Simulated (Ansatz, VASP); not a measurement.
Two plane-wave programs on SiC

File INCAR:

```
SYSTEM = SiC
PREC = Accurate ; ENCUT = 600
EDIFF = 1E-6 ; ISMEAR = 0
SIGMA = 0.02 ; LREAL = .FALSE.
LASPH = .TRUE. ; NELM = 80
ALGO = Normal ; ISIF = 3
LWAVE = .FALSE. ; LCHARG = .FALSE.
GGA = PE ; IBRION = 2
NSW = 100 ; EDIFFG = -0.01
```

KPOINTS

```
regular mesh
0
G
  6 6 10
  0 0 0
```

File POSCAR:

```
SiC
1.0
    5.3221320272      0.0000000000      0.0000000000
    0.0000000000      5.3221320272      0.0000000000
    0.0000000000      0.0000000000      3.0931216103
Si C
4 4
Direct
    0.6755914987      0.6755914987      0.0000000000
    0.8244085013      0.1755914987      0.5000000000
    0.3244085013      0.3244085013      0.0000000000
    0.1755914987      0.8244085013      0.5000000000
    0.8154227395      0.8154227395      0.5000000000
    0.6845772605      0.3154227395      0.0000000000
    0.1845772605      0.1845772605      0.5000000000
    0.3154227395      0.6845772605      0.0000000000
```

Input for Ansatz:

```yaml
crystal:
  lattice:
    - [5.3221320272, 0.0, 0.0]
    - [0.0, 5.3221320272, 0.0]
    - [0.0, 0.0, 3.0931216103]
  atoms:
    - { symbol: Si, position: [0.6755914987, 0.6755914987, 0.0] }
    - { symbol: Si, position: [0.8244085013, 0.1755914987, 0.5] }
    - { symbol: Si, position: [0.3244085013, 0.3244085013, 0.0] }
    - { symbol: Si, position: [0.1755914987, 0.8244085013, 0.5] }
    - { symbol: C, position: [0.8154227395, 0.8154227395, 0.5] }
    - { symbol: C, position: [0.6845772605, 0.3154227395, 0.0] }
    - { symbol: C, position: [0.1845772605, 0.1845772605, 0.5] }
    - { symbol: C, position: [0.3154227395, 0.6845772605, 0.0] }
basis:
  ecutwfc: 420
kpoints:
  mp_grid: { grid: [6, 6, 10] }
hamiltonian:
  xc: pbe
scf:
  occupations: { method: gaussian, width: 0.02 }
output:
  forces: true
  stress: true
  eigenvalues: true
  write_density: true
  write_potential: true
  elf: true
  volumetric_format: npy
relax:
  adjacent_minimum: "off"
  f_tol: 0.01
  max_steps: 80
  cell: { stress_tol: 0.05 }
```

Alike in both runs: task relaxation of cell and atoms; functional PBE; k mesh 6 × 6 × 10; occupations gaussian, width 0.02 eV; no spin polarisation.

|  | VASP | Ansatz |
| --- | --- | --- |
| version | VASP 6.6.1 | Ansatz 0.2.0 |
| potentials or method | VASP PAW PBE potentials, release 64 (Si, C), cutoff 600 eV | scalar-relativistic, plane waves, PAW |
| valence electrons in the cell | 32 | 32 |

VASP gave:

```
gap on the k mesh at the Fermi level, each at its own relaxed structure (eV) : 2.20
relaxed volume (Å³/atom)                                                     : 10.94
relaxed length of the cell vector where the two differ most in proportion (Å)              : 5.321
```

**Question.** What did Ansatz give for the same quantities?

**Answer.** gap on the k mesh at the Fermi level, each at its own relaxed structure (eV): 2.21; relaxed volume (Å³/atom): 10.95; relaxed length of the cell vector where the two differ most in proportion (Å): 5.323.
